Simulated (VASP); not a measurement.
# HPt6 in VASP: a series of runs

The runs below take HPt6 through single point, with PBE.

Everything below comes from runs of VASP 6.6.1. Logs are shortened: lines on timing, memory, paths and dates and some standing lists are left out, and cuts for length are marked.

### Step 1. The cell of the first run

The cell holds a slab with vacuum, 14 atoms: a = 5.614 Å, b = 5.614 Å, c = 21.851 Å, α = 90.00°, β = 90.00°, γ = 90.00°.

### Step 2. Single point, PBE

The input, INCAR:

```
PREC     = Accurate       # precision mode
ENCUT    = 520            # plane-wave cutoff, eV
EDIFF    = 1E-7           # SCF threshold, eV
ISMEAR   = 0              # smearing method
SIGMA    = 0.1            # smearing width, eV
LREAL    = F              # projectors in reciprocal space
LASPH    = T              # aspherical terms in the spheres
NELM     = 60             # most SCF steps
ALGO     = Normal         # electronic algorithm
ISIF     = 2              # what is computed and relaxed
LWAVE    = F              # write WAVECAR
LCHARG   = T              # write CHGCAR
LDIPOL   = T            
IDIPOL   = 3            
DIPOL    = 0.5 0.5 0.301
GGA      = PE             # functional
LELF     = T              # ELF
LVHAR    = T            
LVACPOTAV= T            
NBANDS   = 74             # bands
```

The input, KPOINTS:

```
Automatic mesh
0
Gamma
  5 5 1
```

The input, POSCAR:

```
HPt6
1.0
    5.6143281343      0.0000000000      0.0000000000
    0.0000000000      5.6143281343      0.0000000000
    0.0000000000      0.0000000000     21.8513792319
Pt H
12 2
Direct
    0.2500000000      0.2500000000      0.1830548066
    0.2500000000      0.7500000000      0.1830548066
    0.7500000000      0.2500000000      0.1830548066
    0.7500000000      0.7500000000      0.1830548066
    0.0000000000      0.0000000000      0.2712126041
    0.0000000000      0.5000000000      0.2712126041
    0.5000000000      0.0000000000      0.2712126041
    0.5000000000      0.5000000000      0.2712126041
    0.2500000000      0.2500000000      0.3593081768
    0.2500000000      0.7500000000      0.3593081768
    0.7500000000      0.2500000000      0.3593081768
    0.7500000000      0.7500000000      0.3593081768
   -0.0818441653      0.0000000000      0.4782938011
    0.0818441653      0.0000000000      0.4782938011
```

Potentials or basis: VASP PAW PBE potentials, release 64 (Pt, H).

Launch:

```bash
> cat potpaw_PBE.64/Pt/POTCAR potpaw_PBE.64/H/POTCAR > POTCAR
> mpirun -np 1 vasp_std > vasp.out
```

OUTCAR:

```text
PREC = Accurate
   ENCUT = 520
   EDIFF = 1E-7
   ISMEAR = 0
   LREAL = F
   LASPH = T
   NELM = 60
   ISIF = 2
   GGA = PE

 ion  position               nearest neighbor table
   1  0.250  0.250  0.183-   5 2.77   6 2.77   7 2.77   8 2.77   2 2.81   3 2.81   2 2.81   3 2.81

   2  0.250  0.750  0.183-   5 2.77   6 2.77   7 2.77   8 2.77   1 2.81   4 2.81   1 2.81   4 2.81

   3  0.750  0.250  0.183-   5 2.77   6 2.77   7 2.77   8 2.77   1 2.81   4 2.81   4 2.81   1 2.81

   4  0.750  0.750  0.183-   5 2.77   6 2.77   7 2.77   8 2.77   2 2.81   3 2.81   3 2.81   2 2.81

   5  0.000  0.000  0.271-   9 2.77  10 2.77  11 2.77  12 2.77   1 2.77   2 2.77   3 2.77   4 2.77
                             6 2.81   7 2.81   6 2.81   7 2.81
   6  0.000  0.500  0.271-   9 2.77  10 2.77  11 2.77  12 2.77   1 2.77   2 2.77   3 2.77   4 2.77
                             5 2.81   8 2.81   5 2.81   8 2.81
   7  0.500  0.000  0.271-   9 2.77  10 2.77  11 2.77  12 2.77   1 2.77   2 2.77   3 2.77   4 2.77
                             5 2.81   8 2.81   8 2.81   5 2.81
   8  0.500  0.500  0.271-   9 2.77  10 2.77  11 2.77  12 2.77   1 2.77   2 2.77   3 2.77   4 2.77
                             6 2.81   7 2.81   7 2.81   6 2.81
   9  0.250  0.250  0.359-   5 2.77   6 2.77   7 2.77   8 2.77  10 2.81  11 2.81  10 2.81  11 2.81

  10  0.250  0.750  0.359-   5 2.77   6 2.77   7 2.77   8 2.77   9 2.81  12 2.81   9 2.81  12 2.81

  11  0.750  0.250  0.359-   5 2.77   6 2.77   7 2.77   8 2.77   9 2.81  12 2.81  12 2.81   9 2.81

  12  0.750  0.750  0.359-   5 2.77   6 2.77   7 2.77   8 2.77  10 2.81  11 2.81  11 2.81  10 2.81

  13  0.918  0.000  0.478-
  14  0.082  0.000  0.478-

  LATTYP: Found a simple tetragonal cell.
 ALAT       =     5.6143281343
 C/A-ratio  =     3.8920737636

  Lattice vectors:

 A1 = (   5.6143281343,   0.0000000000,   0.0000000000)
 A2 = (   0.0000000000,   5.6143281343,   0.0000000000)
 A3 = (   0.0000000000,   0.0000000000,  21.8513792319)

Analysis of symmetry for initial positions (statically):
=====================================================================
 Subroutine PRICEL returns:
 Original cell was already a primitive cell.

 Routine SETGRP: Setting up the symmetry group for a
 simple tetragonal supercell.

 Subroutine GETGRP returns: Found  4 space group operations
 (whereof  4 operations were pure point group operations)
 out of a pool of 16 trial point group operations.

The static configuration has the point symmetry C_2v.

Analysis of symmetry for dynamics (positions and initial velocities):
=====================================================================
 Subroutine PRICEL returns:
 Original cell was already a primitive cell.

 Routine SETGRP: Setting up the symmetry group for a
 simple tetragonal supercell.

 Subroutine GETGRP returns: Found  4 space group operations
 (whereof  4 operations were pure point group operations)
 out of a pool of 16 trial point group operations.

The dynamic configuration has the point symmetry C_2v.

 Subroutine INISYM returns: Found  4 space group operations
 (whereof  4 operations are pure point group operations),
 and found     1 'primitive' translations

----------------------------------------------------------------------------------------

                                     Primitive cell

  volume of cell :     688.7703

  direct lattice vectors                    reciprocal lattice vectors
     5.614328134  0.000000000  0.000000000     0.178115703  0.000000000  0.000000000
     0.000000000  5.614328134  0.000000000     0.000000000  0.178115703  0.000000000
     0.000000000  0.000000000 21.851379232     0.000000000  0.000000000  0.045763702

  length of vectors
     5.614328134  5.614328134 21.851379232     0.178115703  0.178115703  0.045763702

  position of ions in fractional coordinates (direct lattice)
     0.250000000  0.250000000  0.183054807
     0.250000000  0.750000000  0.183054807
     0.750000000  0.250000000  0.183054807
     0.750000000  0.750000000  0.183054807
     0.000000000  0.000000000  0.271212604
     0.000000000  0.500000000  0.271212604
     0.500000000  0.000000000  0.271212604
     0.500000000  0.500000000  0.271212604
     0.250000000  0.250000000  0.359308177
     0.250000000  0.750000000  0.359308177
     0.750000000  0.250000000  0.359308177
     0.750000000  0.750000000  0.359308177
     0.918155835  0.000000000  0.478293801
     0.081844165  0.000000000  0.478293801

  ion indices of the primitive-cell ions
   primitive index   ion index
                 1           1
                 2           2
                 3           3
                 4           4
                 5           5
                 6           6
                 7           7
                 8           8
                 9           9
                10          10
                11          11
                12          12
                13          13
                14          14

----------------------------------------------------------------------------------------

 KPOINTS: Automatic mesh

Automatic generation of k-mesh.
 Grid dimensions read from file:
 generate k-points for:    5    5    1

 Generating k-lattice:

  Cartesian coordinates                     Fractional coordinates (reciprocal lattice)
     0.035623141  0.000000000  0.000000000     0.200000000  0.000000000  0.000000000
     0.000000000  0.035623141  0.000000000     0.000000000  0.200000000  0.000000000
     0.000000000  0.000000000  0.045763702     0.000000000  0.000000000  1.000000000

  Length of vectors
     0.035623141  0.035623141  0.045763702

  Shift w.r.t. Gamma in fractional coordinates (k-lattice)
     0.000000000  0.000000000  0.000000000

 Subroutine IBZKPT returns following result:
 ===========================================

 Found      9 irreducible k-points:

 Following reciprocal coordinates:
            Coordinates               Weight
  0.000000  0.000000  0.000000      1.000000
  0.200000  0.000000  0.000000      2.000000
  0.000000  0.200000  0.000000      2.000000
  0.400000  0.000000  0.000000      2.000000
  0.000000  0.400000  0.000000      2.000000
  0.200000  0.200000  0.000000      4.000000
  0.400000  0.200000  0.000000      4.000000
 -0.200000  0.400000  0.000000      4.000000
  0.400000  0.400000  0.000000      4.000000
   k-points           NKPTS =      9   k-points in BZ     NKDIM =      9   number of bands    NBANDS=     74
   number of dos      NEDOS =    301   number of ions     NIONS =     14
   total plane-waves  NPLWV = 296352
   dimension x,y,z NGX =    42 NGY =   42 NGZ =  168
   dimension x,y,z NGXF=    84 NGYF=   84 NGZF=  336
   ions per type =              12   2
   NGX,Y,Z   is equivalent  to a cutoff of  12.44, 12.44, 12.78 a.u.
   NGXF,Y,Z  is equivalent  to a cutoff of  24.87, 24.87, 25.56 a.u.
 SYSTEM =  unknown system
   PREC   = accura    normal or accurate (medium, high low for compatibility)
   ISTART =      0    job   : 0-new  1-cont  2-samecut
   ICHARG =      2    charge: 1-file 2-atom 10-const
   ISPIN  =      1    spin polarized calculation?
   LNONCOLLINEAR =      F non collinear calculations
   LSORBIT =      F    spin-orbit coupling
   LASPH  =      T    aspherical Exc in radial PAW
   ENCUT  =  520.0 eV  38.22 Ry    6.18 a.u.  10.44 10.44 40.63*2*pi/ulx,y,z
   NELM   =     60;   NELMIN=  2; NELMDL= -5     # of ELM steps
   EDIFF  = 0.1E-06   stopping-criterion for ELM
   LREAL  =      F    real-space projection
   EDIFFG = 0.1E-05   stopping-criterion for IOM
   NSW    =      0    number of steps for IOM
   IBRION =     -1    ionic relax: 0-MD 1-quasi-New 2-CG
   NFREE  =      0    steps in history (QN), initial steepest desc. (CG)
   ISIF   =      2    stress and relaxation
   ISYM   =      2    0-nonsym 1-usesym 2-fastsym
   POTIM  = 0.5000    time-step for ionic-motion
   TEBEG  =    0.0;   TEEND  =   0.0 temperature during run
   PSTRESS=    0.0 pullay stress
   NELECT =     122.0000    total number of electrons
   NUPDOWN=      -1.0000    fix difference up-down
   EMIN   =  10.00;   EMAX   =-10.00  energy-range for DOS
   EFERMI =   0.00;   METHOD = LEGACY
   ISMEAR =     0;   SIGMA  =   0.10  broadening in eV -4-tet -1-fermi 0-gaus
   EFERMI_NEDOS =   21; number of points for ismear=-14 and -15
   IALGO  =     38    algorithm
   IMIX   =      4    mixing-type and parameters
     AMIX     =   0.40;   BMIX     =  1.00
     AMIX_MAG =   1.60;   BMIX_MAG =  1.00
  volume/ion in A,a.u.               =      49.20       332.00
  Fermi-wavevector in a.u.,A,eV,Ry     =   0.919397  1.737409 11.500891  0.845292
  Thomas-Fermi vector in A             =   2.044587
   LORBIT       =      0    0 simple, 1 ext, 2 COOP (PROOUT), +10 PAW based schemes
   GGA     = PE    functional components
   LHFCALC =     F    Hartree Fock is set to
   AEXX    =    0.0000 exact exchange contribution
   IVDW    =     0    specifies the selected vdW correction
   LEPSILON=     F    determine dielectric tensor
   LRPA    =     F    only Hartree local field effects (RPA)
 non-spin polarized calculation
 Gauss-broadening in eV      SIGMA  =   0.10
  energy-cutoff  :      520.00
  volume of cell :      688.77
 maximum number of plane-waves:     18583
 NGX is ok and might be reduce to    42
   NGX = 21   NGY = 21   NGZ = 81

 dipolmoment           0.000000      0.000000      0.009537 electrons x Angstroem

 number of electron     122.0000011 magnetization

 dipolmoment           0.000000      0.000000     -0.030971 electrons x Angstroem

 Free energy of the ion-electron system (eV)
  ---------------------------------------------------
  ext. energy  EPLUGINS =         0.00000000
  ---------------------------------------------------
  free energy    TOTEN  =       -72.35050211 eV

  energy without entropy =      -72.23002811  energy(sigma->0) =      -72.29026511

 E-fermi :  -1.1477     XC(G=0):  -4.6334

 val. band max:       -1.1478193056   @ k =   0.2000   0.0000   0.0000
 cond. band min:      -1.1473658448   @ k =   0.0000   0.2000   0.0000
 fundamental gap:      0.0004534609
 Fermi energy:        -1.1476648230

 k-point     1 :       0.0000    0.0000    0.0000
  band No.  band energies     occupation
      1     -10.0012      2.00000
      2      -7.6065      2.00000
      3      -7.6039      2.00000
      4      -7.5181      2.00000
      5      -7.3708      2.00000
      6      -7.3701      2.00000
[... 65 lines left out ...]
     72       2.3724      0.00000
     73       2.4667      0.00000

 k-point     2 :       0.2000    0.0000    0.0000
  band No.  band energies     occupation
      1      -9.7616      2.00000
      2      -7.7612      2.00000
      3      -7.3674      2.00000
      4      -7.3375      2.00000
      5      -7.2936      2.00000
      6      -7.2156      2.00000
[... 524 lines left out ...]
 k-point     9 :       0.4000    0.4000    0.0000
  band No.  band energies     occupation
      1      -8.2451      2.00000
      2      -7.5020      2.00000
      3      -7.4992      2.00000
      4      -6.9782      2.00000
      5      -6.4607      2.00000
      6      -6.4489      2.00000
[... 65 lines left out ...]
     72       2.4126      0.00000
     73       3.1147      0.00000
 [bands above 73 left out]

------------------------ aborting loop because EDIFF is reached ----------------------------------------

  FORCE on cell =-STRESS in cart. coord.  units (eV):
  Direction    XX          YY          ZZ          XY          YZ          ZX
  --------------------------------------------------------------------------------------
  -------------------------------------------------------------------------------------
  Total      -16.0586634    -13.0347981      0.1315655      0.0000000      0.0000000      0.0000000
  in kB      -37.3547246    -30.3207858      0.3060400      0.0000000      0.0000000      0.0000000
  external PRESSURE =     -22.4564901 kB  Pullay stress =       0.0000000 kB

 VOLUME and BASIS-vectors are now :
 -----------------------------------------------------------------------------
  energy-cutoff  :      520.00
  volume of cell :      688.77
      direct lattice vectors                 reciprocal lattice vectors
     5.614328134  0.000000000  0.000000000     0.178115703  0.000000000  0.000000000
     0.000000000  5.614328134  0.000000000     0.000000000  0.178115703  0.000000000
     0.000000000  0.000000000 21.851379232     0.000000000  0.000000000  0.045763702

 POSITION                                       TOTAL-FORCE (eV/Angst)
 -----------------------------------------------------------------------------------
      1.40358      1.40358      4.00000        -0.005006     -0.000717      0.012497
      1.40358      4.21075      4.00000        -0.005006      0.000717      0.012497
      4.21075      1.40358      4.00000         0.005006     -0.000717      0.012497
      4.21075      4.21075      4.00000         0.005006      0.000717      0.012497
      0.00000      0.00000      5.92637        -0.000000     -0.000000     -0.029072
      0.00000      2.80716      5.92637        -0.000000     -0.000000      0.009907
      2.80716      0.00000      5.92637        -0.000000     -0.000000     -0.001144
      2.80716      2.80716      5.92637        -0.000000     -0.000000     -0.083148
      1.40358      1.40358      7.85138         0.010991      0.008215     -0.015927
      1.40358      4.21075      7.85138         0.010991     -0.008215     -0.015927
      4.21075      1.40358      7.85138        -0.010991      0.008215     -0.015927
      4.21075      4.21075      7.85138        -0.010991     -0.008215     -0.015927
      5.15483      0.00000     10.45138         3.319293      0.000000      0.058587
      0.45950      0.00000     10.45138        -3.319293     -0.000000      0.058587
 -----------------------------------------------------------------------------------
    total drift:                                0.000000      0.000000      0.000007

  FREE ENERGIE OF THE ION-ELECTRON SYSTEM (eV)
  ---------------------------------------------------
  free  energy   TOTEN  =       -72.3505021106 eV

  energy  without entropy=      -72.2300281088  energy(sigma->0) =      -72.29026511

 vacuum level on the upper side and lower side of the slab         4.360         4.538
```

Run time: 34 min. Hardware: 1 thread of Oxide Virtual Turin-like, shared host; peak memory 0.74 GiB.

Results:

- Free energy: -72.3505 eV
- Largest force: 3.320 eV/Å
- Band gap on the k mesh: zero (bands 61 and 62 overlap by 0.16 eV)

Forces in eV/Å, atoms in the order of the input:
```
Pt  -0.005 -0.001  0.012
Pt  -0.005  0.001  0.012
Pt   0.005 -0.001  0.012
Pt   0.005  0.001  0.012
Pt   0.000  0.000 -0.029
Pt   0.000  0.000  0.010
Pt   0.000  0.000 -0.001
Pt   0.000  0.000 -0.083
Pt   0.011  0.008 -0.016
Pt   0.011 -0.008 -0.016
Pt  -0.011  0.008 -0.016
Pt  -0.011 -0.008 -0.016
H    3.319  0.000  0.059
H   -3.319  0.000  0.059
```

Caveat: spin-orbit coupling is left out, which moves the levels of the heavy elements.

### Step 3. Single point, PBE

The input, INCAR:

```
ALGO = Normal ; DIPOL = 0.5 0.5 0.307
EDIFF = 1E-7 ; ENCUT = 520
GGA = PE ; IDIPOL = 3
ISIF = 2 ; ISMEAR = 0
LASPH = True ; LCHARG = False
LDIPOL = True ; LREAL = False
LWAVE = False ; NBANDS = 74
NELM = 100 ; PREC = Accurate
SIGMA = 0.1
```

The input, KPOINTS:

```
k-points
0
Gamma
  5 5 1
```

Edit POSCAR of step 2 so:

```diff
@@ -20,3 +20,3 @@
     0.7500000000      0.7500000000      0.3593081768
-   -0.0818441653      0.0000000000      0.4782938011
-    0.0818441653      0.0000000000      0.4782938011
+   -0.0818441653      0.0000000000      0.5240575028
+    0.0818441653      0.0000000000      0.5240575028
```

Potentials or basis: VASP PAW PBE potentials, release 64 (Pt, H).

Launch:

```bash
> cat potpaw_PBE.64/Pt/POTCAR potpaw_PBE.64/H/POTCAR > POTCAR
> mpirun -np 1 vasp_std > vasp.out
```

Wall time 31 min (1 thread of Oxide Virtual Turin-like, shared host); peak memory 0.75 GiB.

The run converged. Its results:

| Item | Value |
| --- | --- |
| Free energy | -72.3965 eV |
| Largest force | 3.517 eV/Å |
| Band gap on the k mesh | zero (bands 61 and 62 overlap by 0.16 eV) |

Forces in eV/Å, atoms in the order of the input:
```
Pt  -0.001  0.000  0.010
Pt  -0.001  0.000  0.010
Pt   0.001  0.000  0.010
Pt   0.001  0.000  0.010
Pt   0.000  0.000 -0.011
Pt   0.000  0.000 -0.006
Pt   0.000  0.000 -0.008
Pt   0.000  0.000 -0.015
Pt   0.001  0.000 -0.001
Pt   0.001  0.000 -0.001
Pt  -0.001  0.000 -0.001
Pt  -0.001  0.000 -0.001
H    3.517  0.000  0.002
H   -3.517  0.000  0.002
```

Levels at points of the mesh, in eV from the Fermi level:
```tsv
k point	band 58	band 59	band 60	band 61	band 62	band 63	band 64	band 65
(0.00, 0.00, 0.00)	0.04	0.08	0.14	0.14	0.34	0.79	0.79	0.83
```

Caveat: spin-orbit coupling is left out, which moves the levels of the heavy elements.
